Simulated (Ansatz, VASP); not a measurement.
**NaF: VASP beside Ansatz**

The input INCAR:

```
ALGO = Normal
EDIFF = 1E-7
ENCUT = 520
GGA = PS
ISIF = 2
ISMEAR = 0
LASPH = T
LCHARG = F
LREAL = F
LWAVE = F
NBANDS = 14
NELM = 80
PREC = Accurate
SIGMA = 0.05
```

KPOINTS

```
k-points
0
Gamma
  8 8 8
```

Contents of POSCAR:

```
NaF
1.0
    0.0000000000      2.3233000000      2.4394650000
    2.3233000000      0.0000000000      2.4394650000
    2.3233000000      2.3233000000      0.0000000000
Na F
1 1
Direct
    0.0000000000      0.0000000000      0.0000000000
    0.5000000000      0.5000000000      0.5000000000
```

Input for Ansatz:

```yaml
crystal:
  lattice:
    - [0.0, 2.3233, 2.439465]
    - [2.3233, 0.0, 2.439465]
    - [2.3233, 2.3233, 0.0]
  atoms:
    - { symbol: Na, position: [0.0, 0.0, 0.0] }
    - { symbol: F, position: [0.5, 0.5, 0.5] }
basis:
  ecutwfc: 420
kpoints:
  mp_grid: { grid: [8, 8, 8] }
hamiltonian:
  xc: pbesol
scf:
  occupations: { method: gaussian, width: 0.05 }
output:
  forces: true
  stress: true
  eigenvalues: true
```

Change from the starting cell: strain +0.000 along x and y, +0.050 along z, atoms carried along.

Alike in both runs: task single point; functional PBEsol; k mesh 8 × 8 × 8; occupations gaussian, width 0.05 eV; no spin polarisation.

```csv
,VASP,Ansatz
version,VASP 6.6.1,Ansatz 0.2.0
potentials or method,"VASP PAW PBE potentials, release 64 (Na_pv, F), cutoff 520 eV","scalar-relativistic, plane waves, PAW"
valence electrons in the cell,14,16
```

VASP gave:

- gap on the k mesh at the Fermi level (eV): 5.87
- least direct gap on the mesh (eV): 5.87
- pressure (GPa): -2.3
- traceless stress, the component that is largest in VASP (GPa): -1.70

**Question.** Which values does Ansatz return?

**Answer.** gap on the k mesh at the Fermi level (eV): 5.89; least direct gap on the mesh (eV): 5.89; pressure (GPa): -2.3; traceless stress, the component that is largest in VASP (GPa): -1.62.

VASP's potentials were made for PBE, not for PBEsol. VASP's potentials hold 14 valence electrons a cell and Ansatz's 16, so a difference there can come from the potentials and not from the codes.
